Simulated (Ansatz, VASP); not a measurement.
**Ag2Pd in VASP and in Ansatz**

Contents of INCAR:

```
SYSTEM = Ag2Pd
  PREC = Accurate
  ENCUT = 520
  EDIFF = 1E-6
  ISMEAR = 0
  SIGMA = 0.1
  LREAL = .False.
  LASPH = .True.
  NELM = 100
  ALGO = Fast
  ISIF = 2
  LWAVE = .False.
  LCHARG = .False.
  GGA = PE
  NBANDS = 41
```

File KPOINTS:

```
Automatic mesh
0
Gamma
  4 4 6
  0 0 0
```

Contents of POSCAR:

```
Ag2Pd
1.0
    5.6049599010      0.0000000000      0.0000000000
    0.0000000000      5.6049599010      0.0000000000
    0.0000000000      0.0000000000      3.6101602845
Ag Pd
4 2
Direct
    0.3060000000      0.3060000000      0.0000000000
    0.1940000000      0.8060000000      0.5000000000
    0.6940000000      0.6940000000      0.0000000000
    0.8060000000      0.1940000000      0.5000000000
    0.0000000000      0.0000000000      0.0000000000
    0.5000000000      0.5000000000      0.5000000000
```

Input for Ansatz:

```yaml
crystal:
  lattice:
    - [5.604959901, 0.0, 0.0]
    - [0.0, 5.604959901, 0.0]
    - [0.0, 0.0, 3.6101602845]
  atoms:
    - { symbol: Ag, position: [0.306, 0.306, 0.0] }
    - { symbol: Ag, position: [0.194, 0.806, 0.5] }
    - { symbol: Ag, position: [0.694, 0.694, 0.0] }
    - { symbol: Ag, position: [0.806, 0.194, 0.5] }
    - { symbol: Pd, position: [0.0, 0.0, 0.0] }
    - { symbol: Pd, position: [0.5, 0.5, 0.5] }
basis:
  ecutwfc: 420
kpoints:
  mp_grid: { grid: [4, 4, 6] }
hamiltonian:
  xc: pbe
scf:
  occupations: { method: gaussian, width: 0.1 }
  lower_state_search: "off"
output:
  forces: true
  stress: true
  eigenvalues: true
```

Alike in both runs: task single point; functional PBE; k mesh 4 × 4 × 6; occupations gaussian, width 0.1 eV; no spin polarisation.

|  | VASP | Ansatz |
| --- | --- | --- |
| version | VASP 6.6.1 | Ansatz 0.2.0 |
| potentials or method | VASP PAW PBE potentials, release 64 (Ag, Pd), cutoff 520 eV | scalar-relativistic, plane waves, PAW |
| valence electrons in the cell | 64 | 112 |

Ansatz gave:

* gap on the k mesh at the Fermi level (eV): none
* rms of the force components (eV/Å): 0.781

Problem. Estimate VASP's values.

Solution. gap on the k mesh at the Fermi level (eV): none; rms of the force components (eV/Å): 0.767.

Atom by atom the forces differ by 0.014 eV/Å (rms over components). A gap of «none» marks a metal or a gap that the smearing closes. VASP's potentials hold 64 valence electrons a cell and Ansatz's 112, so a difference there can come from the potentials and not from the codes.
